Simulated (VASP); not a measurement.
GaSb:

```
CELL_PARAMETERS angstrom
-2.80744 2.80744 1.62191
2.80744 -2.80744 1.62191
2.80744 2.80744 -1.62191
ATOMIC_POSITIONS crystal
Sb 0.00000 0.00000 0.00000
Ga 0.75000 0.25000 0.50000
```

Base run:

```yaml
Program: VASP 6.6.1
Functional: r2SCAN
Potentials_or_basis: VASP PAW PBE potentials, release 64 (Sb, Ga_d)
Cutoff: 520 eV
k_mesh: 10 × 10 × 10
Occupations: fermi-dirac, width 0.05 eV
Spin: no spin polarisation
```

Its results: band gap on the k mesh zero (band 9 reaches 7.65 eV, above the bottom of band 10 at 3.18 eV); pressure -4.0 GPa.

**Question.** The run is repeated on the same cell with these changes: functional from r2SCAN to PBEsol. What comes out?

**Answer.** Band gap on the k mesh zero (band 9 reaches 7.57 eV, above the bottom of band 10 at 3.26 eV); pressure -5.2 GPa.

Caveats: the PAW data sets were made with another functional, which shifts forces and pressure a little; spin-orbit coupling is left out, which moves the levels of the heavy elements.
